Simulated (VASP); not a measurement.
# ZrO2 (Fm-3m) in VASP: notebook

Runs on ZrO2. Level: r2SCAN. Tasks: single point.

Program: VASP 6.6.1. These are calculated values, not measurements. Logs are shortened: lines on timing, memory, paths and dates and some standing lists are left out, and cuts for length are marked.

**1. The cell of the first run**

It takes space group Fm-3m (No. 225, cubic). The conventional cell has a = 5.089 Å, b = 5.089 Å, c = 5.089 Å, α = 90.00°, β = 90.00°, γ = 90.00°. Zr (site symmetry m-3m) has 8 O at 2.20 Å within 2.9 Å. O (site symmetry -43m) has 4 Zr at 2.20 Å and 6 O at 2.54 Å within 2.9 Å.

**2. Single point, r2SCAN**

POSCAR

```
ZrO2
1.0
    0.0000000000      2.5447135880      2.5447135880
    2.5447135880      0.0000000000      2.5447135880
    2.5447135880      2.5447135880      0.0000000000
Zr O
1 2
Direct
    0.0000000000      0.0000000000      0.0000000000
    0.2500000000      0.2500000000      0.2500000000
    0.7500000000      0.7500000000      0.7500000000
```

INCAR.step1

```
SYSTEM = ZrO2
PREC     = Accurate       ! precision mode
ENCUT    = 660            ! plane-wave cutoff, eV
ISMEAR   = 0              ! smearing method
SIGMA    = 0.01           ! smearing width, eV
LREAL    = .False.        ! projectors in reciprocal space
LASPH    = .True.         ! aspherical terms in the spheres
NELM     = 120            ! most SCF steps
NBANDS   = 19             ! bands
GGA      = PE             ! functional
ALGO     = Normal         ! electronic algorithm
EDIFF    = 1E-5           ! SCF threshold, eV
LWAVE    = .True.         ! write WAVECAR
LCHARG   = .False.        ! write CHGCAR
GGA_COMPAT= .False.
```

INCAR.step2

```
SYSTEM = ZrO2
PREC     = Accurate       ! precision mode
ENCUT    = 660            ! plane-wave cutoff, eV
EDIFF    = 1E-6           ! SCF threshold, eV
ISMEAR   = 0              ! smearing method
SIGMA    = 0.01           ! smearing width, eV
LREAL    = .False.        ! projectors in reciprocal space
LASPH    = .True.         ! aspherical terms in the spheres
NELM     = 120            ! most SCF steps
ALGO     = Normal         ! electronic algorithm
ISIF     = 2              ! what is computed and relaxed
LWAVE    = .False.        ! write WAVECAR
LCHARG   = .True.         ! write CHGCAR
METAGGA  = R2SCAN         ! meta-GGA
LMIXTAU  = .True.       
LELF     = .True.         ! ELF
LVHAR    = .True.       
NBANDS   = 19             ! bands
ISTART   = 1            
GGA_COMPAT= .False.
```

KPOINTS

```
Automatic mesh
0
Gamma
  8 8 8
  0 0 0
```

Potentials or basis: VASP PAW PBE potentials, release 64 (Zr_sv, O).

On the command line:

```
cat potpaw_PBE.64/Zr_sv/POTCAR potpaw_PBE.64/O/POTCAR > POTCAR
cp INCAR.step1 INCAR
mpirun -np 1 vasp_std > vasp.out
cp INCAR.step2 INCAR
mpirun -np 1 vasp_std > vasp.out
```

OUTCAR:

```text
SYSTEM = ZrO2
   PREC = Accurate
   ENCUT = 660
   EDIFF = 1E-6
   ISMEAR = 0
   LREAL = .False.
   LASPH = .True.
   NELM = 120
   ISIF = 2
   METAGGA = R2SCAN
   ISTART = 1

 ion  position               nearest neighbor table
   1  0.000  0.000  0.000-   3 2.20   3 2.20   3 2.20   2 2.20   3 2.20   2 2.20   2 2.20   2 2.20

   2  0.250  0.250  0.250-   1 2.20   1 2.20   1 2.20   1 2.20
   3  0.750  0.750  0.750-   1 2.20   1 2.20   1 2.20   1 2.20

  LATTYP: Found a face centered cubic cell.
 ALAT       =     5.0894271760

  Lattice vectors:

 A1 = (   0.0000000000,   2.5447135880,   2.5447135880)
 A2 = (   2.5447135880,   0.0000000000,   2.5447135880)
 A3 = (   2.5447135880,   2.5447135880,   0.0000000000)

Analysis of symmetry for initial positions (statically):
=====================================================================
 Subroutine PRICEL returns:
 Original cell was already a primitive cell.

 Routine SETGRP: Setting up the symmetry group for a
 face centered cubic supercell.

 Subroutine GETGRP returns: Found 48 space group operations
 (whereof 48 operations were pure point group operations)
 out of a pool of 48 trial point group operations.

The static configuration has the point symmetry O_h .

Analysis of symmetry for dynamics (positions and initial velocities):
=====================================================================
 Subroutine PRICEL returns:
 Original cell was already a primitive cell.

 Routine SETGRP: Setting up the symmetry group for a
 face centered cubic supercell.

 Subroutine GETGRP returns: Found 48 space group operations
 (whereof 48 operations were pure point group operations)
 out of a pool of 48 trial point group operations.

The dynamic configuration has the point symmetry O_h .

 Subroutine INISYM returns: Found 48 space group operations
 (whereof 48 operations are pure point group operations),
 and found     1 'primitive' translations

----------------------------------------------------------------------------------------

                                     Primitive cell

  volume of cell :      32.9569

  direct lattice vectors                    reciprocal lattice vectors
     0.000000000  2.544713588  2.544713588    -0.196485767  0.196485767  0.196485767
     2.544713588  0.000000000  2.544713588     0.196485767 -0.196485767  0.196485767
     2.544713588  2.544713588  0.000000000     0.196485767  0.196485767 -0.196485767

  length of vectors
     3.598768469  3.598768469  3.598768469     0.340323331  0.340323331  0.340323331

  position of ions in fractional coordinates (direct lattice)
     0.000000000  0.000000000  0.000000000
     0.250000000  0.250000000  0.250000000
     0.750000000  0.750000000  0.750000000

  ion indices of the primitive-cell ions
   primitive index   ion index
                 1           1
                 2           2
                 3           3

----------------------------------------------------------------------------------------

 KPOINTS: Automatic mesh

Automatic generation of k-mesh.
 Grid dimensions read from file:
 generate k-points for:    8    8    8

 Generating k-lattice:

  Cartesian coordinates                     Fractional coordinates (reciprocal lattice)
    -0.024560721  0.024560721  0.024560721     0.125000000  0.000000000  0.000000000
     0.024560721 -0.024560721  0.024560721     0.000000000  0.125000000  0.000000000
     0.024560721  0.024560721 -0.024560721     0.000000000  0.000000000  0.125000000

  Length of vectors
     0.042540416  0.042540416  0.042540416

  Shift w.r.t. Gamma in fractional coordinates (k-lattice)
     0.000000000  0.000000000  0.000000000

 Subroutine IBZKPT returns following result:
 ===========================================

 Found     29 irreducible k-points:

 Following reciprocal coordinates:
            Coordinates               Weight
  0.000000  0.000000  0.000000      1.000000
  0.125000  0.000000  0.000000      8.000000
  0.250000  0.000000  0.000000      8.000000
  0.375000  0.000000  0.000000      8.000000
  0.500000  0.000000  0.000000      4.000000
  0.125000  0.125000  0.000000      6.000000
[... 16 lines left out ...]
  0.500000  0.250000  0.125000     48.000000
 -0.375000  0.250000  0.125000     24.000000
 [... further k-points ...]
   k-points           NKPTS =     29   k-points in BZ     NKDIM =     29   number of bands    NBANDS=     19
   number of dos      NEDOS =    301   number of ions     NIONS =      3
   total plane-waves  NPLWV =  27000
   dimension x,y,z NGX =    30 NGY =   30 NGZ =   30
   dimension x,y,z NGXF=    60 NGYF=   60 NGZF=   60
   ions per type =               1   2
   NGX,Y,Z   is equivalent  to a cutoff of  13.86, 13.86, 13.86 a.u.
   NGXF,Y,Z  is equivalent  to a cutoff of  27.72, 27.72, 27.72 a.u.
 SYSTEM =  ZrO2
   PREC   = accura    normal or accurate (medium, high low for compatibility)
   ISTART =      1    job   : 0-new  1-cont  2-samecut
   ICHARG =      0    charge: 1-file 2-atom 10-const
   ISPIN  =      1    spin polarized calculation?
   LNONCOLLINEAR =      F non collinear calculations
   LSORBIT =      F    spin-orbit coupling
   LASPH  =      T    aspherical Exc in radial PAW
   ENCUT  =  660.0 eV  48.51 Ry    6.96 a.u.   7.54  7.54  7.54*2*pi/ulx,y,z
   NELM   =    120;   NELMIN=  2; NELMDL=  0     # of ELM steps
   EDIFF  = 0.1E-05   stopping-criterion for ELM
   LREAL  =      F    real-space projection
   EDIFFG = 0.1E-04   stopping-criterion for IOM
   NSW    =      0    number of steps for IOM
   IBRION =     -1    ionic relax: 0-MD 1-quasi-New 2-CG
   NFREE  =      0    steps in history (QN), initial steepest desc. (CG)
   ISIF   =      2    stress and relaxation
   ISYM   =      2    0-nonsym 1-usesym 2-fastsym
   POTIM  = 0.5000    time-step for ionic-motion
   TEBEG  =    0.0;   TEEND  =   0.0 temperature during run
   PSTRESS=    0.0 pullay stress
   NELECT =      24.0000    total number of electrons
   NUPDOWN=      -1.0000    fix difference up-down
   EMIN   =  10.00;   EMAX   =-10.00  energy-range for DOS
   EFERMI =   0.00;   METHOD = LEGACY
   ISMEAR =     0;   SIGMA  =   0.01  broadening in eV -4-tet -1-fermi 0-gaus
   EFERMI_NEDOS =   21; number of points for ismear=-14 and -15
   IALGO  =     38    algorithm
   IMIX   =      4    mixing-type and parameters
     AMIX     =   0.40;   BMIX     =  1.00
     AMIX_MAG =   1.60;   BMIX_MAG =  1.00
  volume/ion in A,a.u.               =      10.99        74.13
  Fermi-wavevector in a.u.,A,eV,Ry     =   1.472865  2.783312 29.515553  2.169332
  Thomas-Fermi vector in A             =   2.587828
   LORBIT       =      0    0 simple, 1 ext, 2 COOP (PROOUT), +10 PAW based schemes
   METAGGA = R2SCAN    functional components
   LHFCALC =     F    Hartree Fock is set to
   AEXX    =    0.0000 exact exchange contribution
   IVDW    =     0    specifies the selected vdW correction
   LEPSILON=     F    determine dielectric tensor
   LRPA    =     F    only Hartree local field effects (RPA)
 non-spin polarized calculation
 Gauss-broadening in eV      SIGMA  =   0.01
  energy-cutoff  :      660.00
  volume of cell :       32.96
 maximum number of plane-waves:      1287
   NGX = 15   NGY = 15   NGZ = 15

 number of electron      23.9999995 magnetization

 Free energy of the ion-electron system (eV)
  ---------------------------------------------------
  ext. energy  EPLUGINS =         0.00000000
  ---------------------------------------------------
  free energy    TOTEN  =       -45.86600781 eV

  energy without entropy =      -45.86600781  energy(sigma->0) =      -45.86600781

 E-fermi :   7.0119     XC(G=0): -12.5338

 val. band max:        6.9157934025   @ k =   0.5000   0.5000   0.0000
 cond. band min:      10.7896868755   @ k =   0.0000   0.0000   0.0000
 fundamental gap:      3.8738934730
 Fermi energy:         7.0119366623

 k-point     1 :       0.0000    0.0000    0.0000
  band No.  band energies     occupation
      1     -42.6698      2.00000
      2     -19.7640      2.00000
      3     -19.7640      2.00000
      4     -19.7640      2.00000
      5     -12.2789      2.00000
      6      -9.7473      2.00000
[... 11 lines left out ...]
     18      16.8926      0.00000
     19      22.1479      0.00000

 k-point     2 :       0.1250    0.0000    0.0000
  band No.  band energies     occupation
      1     -42.6627      2.00000
      2     -19.8834      2.00000
      3     -19.7745      2.00000
      4     -19.7745      2.00000
      5     -12.0553      2.00000
      6      -9.8997      2.00000
[... 11 lines left out ...]
     18      16.6569      0.00000
     19      21.8379      0.00000

 k-point     3 :       0.2500    0.0000    0.0000
  band No.  band energies     occupation
      1     -42.6455      2.00000
      2     -20.1509      2.00000
      3     -19.7997      2.00000
      4     -19.7997      2.00000
      5     -11.5815      2.00000
      6     -10.1685      2.00000
[... 11 lines left out ...]
     18      16.6401      0.00000
     19      21.1998      0.00000

 k-point     4 :       0.3750    0.0000    0.0000
  band No.  band energies     occupation
      1     -42.6282      2.00000
      2     -20.3945      2.00000
      3     -19.8246      2.00000
      4     -19.8246      2.00000
      5     -11.3313      2.00000
      6     -10.1681      2.00000
[... 407 lines left out ...]
     18      17.3141      0.00000
     19      22.0336      0.00000

 k-point    23 :       0.5000    0.2500    0.1250
  band No.  band energies     occupation
      1     -42.6187      2.00000
      2     -20.3495      2.00000
      3     -20.0140      2.00000
      4     -19.8611      2.00000
      5     -10.9002      2.00000
      6     -10.4230      2.00000
[... 11 lines left out ...]
     18      18.0931      0.00000
     19      22.2864      0.00000

 k-point    24 :      -0.3750    0.2500    0.1250
  band No.  band energies     occupation
      1     -42.6129      2.00000
      2     -20.3911      2.00000
      3     -20.0564      2.00000
      4     -19.8749      2.00000
      5     -10.9224      2.00000
      6     -10.2901      2.00000
[... 11 lines left out ...]
     18      18.1624      0.00000
     19      22.6114      0.00000

 [... further k-points ...]

------------------------ aborting loop because EDIFF is reached ----------------------------------------

  FORCE on cell =-STRESS in cart. coord.  units (eV):
  Direction    XX          YY          ZZ          XY          YZ          ZX
  --------------------------------------------------------------------------------------
  -------------------------------------------------------------------------------------
  Total       -0.0012385     -0.0012385     -0.0012385     -0.0000000      0.0000000      0.0000000
  in kB       -0.0602076     -0.0602076     -0.0602076     -0.0000000      0.0000000      0.0000000
  external PRESSURE =      -0.0602076 kB  Pullay stress =       0.0000000 kB

 VOLUME and BASIS-vectors are now :
 -----------------------------------------------------------------------------
  energy-cutoff  :      660.00
  volume of cell :       32.96
      direct lattice vectors                 reciprocal lattice vectors
     0.000000000  2.544713588  2.544713588    -0.196485767  0.196485767  0.196485767
     2.544713588  0.000000000  2.544713588     0.196485767 -0.196485767  0.196485767
     2.544713588  2.544713588  0.000000000     0.196485767  0.196485767 -0.196485767

 POSITION                                       TOTAL-FORCE (eV/Angst)
 -----------------------------------------------------------------------------------
      0.00000      0.00000      0.00000         0.000000     -0.000000     -0.000000
      1.27236      1.27236      1.27236        -0.000000     -0.000000     -0.000000
      3.81707      3.81707      3.81707         0.000000      0.000000      0.000000
 -----------------------------------------------------------------------------------
    total drift:                                0.000000     -0.000000      0.000000

  FREE ENERGIE OF THE ION-ELECTRON SYSTEM (eV)
  ---------------------------------------------------
  free  energy   TOTEN  =       -45.8660078114 eV

  energy  without entropy=      -45.8660078114  energy(sigma->0) =      -45.86600781
```

Wall time 2.1 min (1 thread of Intel Xeon 8259CL, shared host); peak memory 0.18 GiB.

Results:

- Free energy: -45.8660 eV
- Pressure: 0.0 GPa
- Band gap on the k mesh: 3.87 eV (least direct gap 4.28 eV)

Caveat: the PAW data sets were made with another functional, which shifts forces and pressure a little.

**3. Single point, r2SCAN (11.32 Å³/atom)**

This run uses another cell than the first one, of 11.32 Å³/atom.

POSCAR

```
ZrO2
1.0
    0.0000000000      2.5699104108      2.5699104108
    2.5699104108      0.0000000000      2.5699104108
    2.5699104108      2.5699104108      0.0000000000
Zr O
1 2
Direct
    0.0000000000      0.0000000000      0.0000000000
    0.2500000000      0.2500000000      0.2500000000
    0.7500000000      0.7500000000      0.7500000000
```

INCAR.step1

```
PREC = Accurate
ENCUT = 660
ISMEAR = 0
SIGMA = 0.01
LREAL = F
LASPH = T
NELM = 120
NBANDS = 19
GGA = PE
ALGO = Normal
EDIFF = 1E-5
LWAVE = T
LCHARG = F
GGA_COMPAT = F
```

INCAR.step2

```
PREC = Accurate
ENCUT = 660
EDIFF = 1E-6
ISMEAR = 0
SIGMA = 0.01
LREAL = F
LASPH = T
NELM = 120
ALGO = Normal
ISIF = 2
LWAVE = F
LCHARG = T
METAGGA = R2SCAN
LMIXTAU = T
LELF = T
LVHAR = T
NBANDS = 19
ISTART = 1
GGA_COMPAT = F
```

KPOINTS

```
Automatic mesh
0
Gamma
  8 8 8
```

Potentials or basis: VASP PAW PBE potentials, release 64 (Zr_sv, O).

On the command line:

```
cat potpaw_PBE.64/Zr_sv/POTCAR potpaw_PBE.64/O/POTCAR > POTCAR
cp INCAR.step1 INCAR
mpirun -np 1 vasp_std > vasp.out
cp INCAR.step2 INCAR
mpirun -np 1 vasp_std > vasp.out
```

Run time: 1.9 min. Hardware: 1 thread of Intel Xeon 8259CL, shared host; peak memory 0.18 GiB.

The run converged. Its results:

```
Free energy            : -45.8465 eV
Pressure               : -7.2 GPa
Band gap on the k mesh : 3.78 eV (least direct gap 4.16 eV)
```

Levels at points of the mesh, in eV from the valence-band top:
```
           k point  band 10  band 11  band 12  band 13  band 14  band 15
(0.00, 0.00, 0.00)    -0.54    -0.54    -0.54     3.78     3.78     6.96
(0.50, 0.00, 0.00)    -2.47    -1.65    -1.65     4.36     4.36     6.35
(0.50, 0.50, 0.00)    -1.48    -1.48     0.00     4.16     5.09     6.11
```

Caveat: the cell stands under tension; the PAW data sets were made with another functional, which shifts forces and pressure a little. A k mesh can miss the band edges.

**4. Single point, r2SCAN (11.64 Å³/atom)**

This run uses another cell than the first one, of 11.64 Å³/atom.

POSCAR

```
ZrO2
1.0
    0.0000000000      2.5946226038      2.5946226038
    2.5946226038      0.0000000000      2.5946226038
    2.5946226038      2.5946226038      0.0000000000
Zr O
1 2
Direct
    0.0000000000      0.0000000000      0.0000000000
    0.2500000000      0.2500000000      0.2500000000
    0.7500000000      0.7500000000      0.7500000000
```

INCAR.step1

```
PREC = Accurate ; ENCUT = 660
ISMEAR = 0 ; SIGMA = 0.01
LREAL = F ; LASPH = T
NELM = 120 ; NBANDS = 19
GGA = PE ; ALGO = Normal
EDIFF = 1E-5 ; LWAVE = T
LCHARG = F ; GGA_COMPAT = F
```

INCAR.step2

```
PREC = Accurate ; ENCUT = 660
EDIFF = 1E-6 ; ISMEAR = 0
SIGMA = 0.01 ; LREAL = F
LASPH = T ; NELM = 120
ALGO = Normal ; ISIF = 2
LWAVE = F ; LCHARG = F
METAGGA = R2SCAN ; LMIXTAU = T
NBANDS = 19 ; ISTART = 1
GGA_COMPAT = F
```

KPOINTS is that of step 3.

On the command line:

```
cat potpaw_PBE.64/Zr_sv/POTCAR potpaw_PBE.64/O/POTCAR > POTCAR
cp INCAR.step1 INCAR
mpirun -np 1 vasp_std > vasp.out
cp INCAR.step2 INCAR
mpirun -np 1 vasp_std > vasp.out
```

Wall time 100 s (1 thread of Intel Xeon 8259CL, shared host); peak memory 0.2 GiB.

Results (log left out):

```yaml
Free_energy: -45.7859 eV
Pressure: -13.3 GPa
Band_gap_on_the_k_mesh: 3.69 eV (least direct gap 4.05 eV)
```

Levels at points of the mesh, in eV from the valence-band top:
```csv
k point,band 9,band 10,band 11,band 12,band 13,band 14,band 15,band 16
"(0.00, 0.00, 0.00)",-4.99,-0.53,-0.53,-0.53,3.69,3.69,6.74,9.26
"(0.50, 0.00, 0.00)",-2.48,-2.44,-1.63,-1.63,4.24,4.24,6.09,8.42
"(0.50, 0.50, 0.00)",-3.12,-1.44,-1.44,0.00,4.05,4.92,5.86,7.30
```

Caveat: the cell stands under tension; the PAW data sets were made with another functional, which shifts forces and pressure a little.

**5. The runs side by side**

```tsv
cell	gap on the mesh (eV)	pressure (GPa)
a = 3.599 Å, angles 60.0°, 3 atoms	3.87	0.0
a = 3.634 Å, angles 60.0°, 3 atoms	3.78	-7.2
a = 3.669 Å, angles 60.0°, 3 atoms	3.69	-13.3
```

Alike in all rows: task single point; level r2SCAN; potentials or basis VASP PAW PBE potentials, release 64 (Zr_sv, O); no spin polarisation; k mesh 8 × 8 × 8; cutoff (eV) 660; smearing gaussian 0.01 eV.

Caveats: the PAW data sets were made with another functional, which shifts forces and pressure a little; the cell stands under tension (at least some runs).

Total energies depend on the potentials used, so only differences within one code and one set of settings carry meaning.
